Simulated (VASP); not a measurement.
Crystal: BN.

```xyz
4
Lattice="2.4645 0.0000 0.0000 -1.2322 2.1343 0.0000 0.0000 0.0000 6.5460" Properties=species:S:1:pos:R:3 pbc="T T T"
N     1.2322    0.7114    1.6365
N     0.0000    1.4229    4.9095
B     1.2322    0.7114    4.9095
B     0.0000    1.4229    1.6365
```

Base run:

```yaml
Program: VASP 6.6.1
Functional: RPBE
Potentials_or_basis: VASP PAW PBE potentials, release 64 (N, B)
Cutoff: 520 eV
k_mesh: 12 × 12 × 4
Occupations: fermi-dirac, width 0.05 eV
Spin: no spin polarisation
```

Its results: band gap on the k mesh 4.44 eV, indirect (least direct gap 4.83 eV); pressure 20.5 GPa.

Q: After a change of settings the same cell gave: band gap on the k mesh 4.12 eV, indirect (least direct gap 4.57 eV); pressure 8.1 GPa. Which change was it?
A. functional from RPBE to r2SCAN; dispersion from none to D4
B. functional from RPBE to LDA; potentials or basis from VASP PAW PBE potentials, release 64 (N, B) to VASP PAW LDA potentials, release 64 (N, B)
C. functional from RPBE to PBEsol; further incar settings from ALGO = Normal; EDIFF = 1e-06; NBANDS = 16 to ALGO = Normal; EDIFF = 1e-07; NBANDS = 16
D. functional from RPBE to r2SCAN

A: B.

Caveats: the PAW data sets were made with another functional, which shifts forces and pressure a little (some runs); this functional lacks dispersion, which binds the layers, so the pressure and a relaxed spacing across them are unreliable (some runs).
